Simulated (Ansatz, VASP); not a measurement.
# HC12: VASP beside Ansatz

INCAR

```
ALGO = Normal ; DIPOL = 0.5 0.5 0.289
EDIFF = 1E-7 ; ENCUT = 520
GGA = PE ; IDIPOL = 3
ISIF = 2 ; ISMEAR = 0
LASPH = True ; LCHARG = False
LDIPOL = True ; LREAL = Auto
LWAVE = False ; NBANDS = 68
NELM = 100 ; PREC = Accurate
SIGMA = 0.05
```

KPOINTS

```
k-points
0
Gamma
  5 5 1
```

Contents of POSCAR:

```
HC12
1.0
    5.0509324483      0.0000000000      0.0000000000
    0.0000000000      5.0509324483      0.0000000000
    0.0000000000      0.0000000000     22.3754933530
C H
24 2
Direct
    0.0000000000      0.2500000000      0.1787670080
    0.0000000000      0.7500000000      0.1787670080
    0.5000000000      0.2500000000      0.1787670080
    0.5000000000      0.7500000000      0.1787670080
    0.0000000000      0.0000000000      0.2186716990
    0.0000000000      0.5000000000      0.2186716990
    0.5000000000      0.0000000000      0.2186716990
    0.5000000000      0.5000000000      0.2186716990
    0.2500000000      0.0000000000      0.2585763899
    0.2500000000      0.5000000000      0.2585763899
    0.7500000000      0.0000000000      0.2585763899
    0.7500000000      0.5000000000      0.2585763899
    0.2500000000      0.2500000000      0.2976014419
    0.2500000000      0.7500000000      0.2976014419
    0.7500000000      0.2500000000      0.2976014419
    0.7500000000      0.7500000000      0.2976014419
    0.0000000000      0.2500000000      0.3394883053
    0.0000000000      0.7500000000      0.3394883053
    0.5000000000      0.2500000000      0.3394883053
    0.5000000000      0.7500000000      0.3394883053
    0.0000000000      0.0000000000      0.3743154719
    0.0000000000      0.5000000000      0.3743154719
    0.5000000000      0.0000000000      0.3743154719
    0.5000000000      0.5000000000      0.3743154719
    0.9356554451      0.3750000000      0.4230294816
    1.0643445549      0.3750000000      0.4230294816
```

Input for Ansatz:

```yaml
crystal:
  lattice:
    - [5.0509324483, 0.0, 0.0]
    - [0.0, 5.0509324483, 0.0]
    - [0.0, 0.0, 22.375493353]
  atoms:
    - { symbol: C, position: [0.0, 0.25, 0.178767008] }
    - { symbol: C, position: [0.0, 0.75, 0.178767008] }
    - { symbol: C, position: [0.5, 0.25, 0.178767008] }
    - { symbol: C, position: [0.5, 0.75, 0.178767008] }
    - { symbol: C, position: [0.0, 0.0, 0.218671699] }
    - { symbol: C, position: [0.0, 0.5, 0.218671699] }
    - { symbol: C, position: [0.5, 0.0, 0.218671699] }
    - { symbol: C, position: [0.5, 0.5, 0.218671699] }
    - { symbol: C, position: [0.25, 0.0, 0.2585763899] }
    - { symbol: C, position: [0.25, 0.5, 0.2585763899] }
    - { symbol: C, position: [0.75, 0.0, 0.2585763899] }
    - { symbol: C, position: [0.75, 0.5, 0.2585763899] }
    - { symbol: C, position: [0.25, 0.25, 0.2976014419] }
    - { symbol: C, position: [0.25, 0.75, 0.2976014419] }
    - { symbol: C, position: [0.75, 0.25, 0.2976014419] }
    - { symbol: C, position: [0.75, 0.75, 0.2976014419] }
    - { symbol: C, position: [0.0, 0.25, 0.3394883053] }
    - { symbol: C, position: [0.0, 0.75, 0.3394883053] }
    - { symbol: C, position: [0.5, 0.25, 0.3394883053] }
    - { symbol: C, position: [0.5, 0.75, 0.3394883053] }
    - { symbol: C, position: [0.0, 0.0, 0.3743154719] }
    - { symbol: C, position: [0.0, 0.5, 0.3743154719] }
    - { symbol: C, position: [0.5, 0.0, 0.3743154719] }
    - { symbol: C, position: [0.5, 0.5, 0.3743154719] }
    - { symbol: H, position: [0.9356554451, 0.375, 0.4230294816] }
    - { symbol: H, position: [1.0643445549, 0.375, 0.4230294816] }
basis:
  ecutwfc: 420
kpoints:
  mp_grid: { grid: [5, 5, 1] }
hamiltonian:
  xc: pbe
  pseudopotentials: { kind: paw, azcp: { folder: soft_1 } }
scf:
  occupations: { method: gaussian, width: 0.05 }
output:
  forces: true
  eigenvalues: true
efield:
  axis: 3
  dipole_correction: true
  ramp_width: 0.04
```

Alike in both runs: task single point; functional PBE; k mesh 5 × 5 × 1; occupations gaussian, width 0.05 eV; no spin polarisation.

|  | VASP | Ansatz |
| --- | --- | --- |
| version | VASP 6.6.1 | Ansatz 0.2.0 |
| potentials or method | VASP PAW PBE potentials, release 64 (C, H), cutoff 520 eV | scalar-relativistic, plane waves, PAW |
| valence electrons in the cell | 98 | 98 |

```csv
,VASP,Ansatz,Ansatz less VASP
gap on the k mesh at the Fermi level (eV),none,none,-
rms of the force components (eV/Å),1.793,1.789,-0.0039
```

Atom by atom the forces differ by 0.014 eV/Å (rms over components). A gap of «none» marks a metal or a gap that the smearing closes. With one functional, cell and mesh, what is left measures potentials, basis and numerics.
